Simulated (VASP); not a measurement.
Wanted: the native input for a VASP 6.6.1 run.

```
Task                   : single point
Functional             : PBE
Potentials or basis    : VASP PAW PBE potentials, release 64 (Be, Te)
Cutoff                 : 520 eV
k mesh                 : 8 × 8 × 8
Occupations            : fermi-dirac, width 0.1 eV
Spin                   : no spin polarisation
Dipole correction      : no
Further INCAR settings : ALGO = Normal; EDIFF = 1e-07; NBANDS = 11
```

The structure of BeTe lies in POSCAR:

```
BeTe
1.0
    0.0000000000      2.7488250000      2.7488250000
    2.7488250000      0.0000000000      2.7488250000
    2.7488250000      2.7488250000      0.0000000000
Be Te
1 1
Direct
    0.0000000000      0.0000000000      0.0000000000
    0.2500000000      0.2500000000      0.2500000000
```

These files were run (other wordings do the same):

INCAR

```
SYSTEM = BeTe
PREC     = Accurate       ! precision mode
ENCUT    = 520            ! plane-wave cutoff, eV
EDIFF    = 1E-7           ! SCF threshold, eV
ISMEAR   = -1             ! smearing method
SIGMA    = 0.1            ! smearing width, eV
LREAL    = .False.        ! projectors in reciprocal space
LASPH    = .True.         ! aspherical terms in the spheres
NELM     = 80             ! most SCF steps
ALGO     = Normal         ! electronic algorithm
ISIF     = 2              ! what is computed and relaxed
LWAVE    = .False.        ! write WAVECAR
LCHARG   = .False.        ! write CHGCAR
GGA      = PE             ! functional
NBANDS   = 11             ! bands
```

KPOINTS

```
Automatic mesh
0
Gamma
  8 8 8
  0 0 0
```

Potentials or basis: VASP PAW PBE potentials, release 64 (Be, Te).

The run is started by

```console
$ cat potpaw_PBE.64/Be/POTCAR potpaw_PBE.64/Te/POTCAR > POTCAR
$ mpirun -np 1 vasp_std > vasp.out
```

It gave:

```
Pressure               : 6.2 GPa
Band gap on the k mesh : 1.79 eV, indirect (least direct gap 3.54 eV)
```

Caveat: spin-orbit coupling is left out, which moves the levels of the heavy elements.

Run time: 17 s on 1 thread of AMD EPYC 7R43 64-Core Processor (Zen 3), on a shared host, peak memory 0.13 GiB.
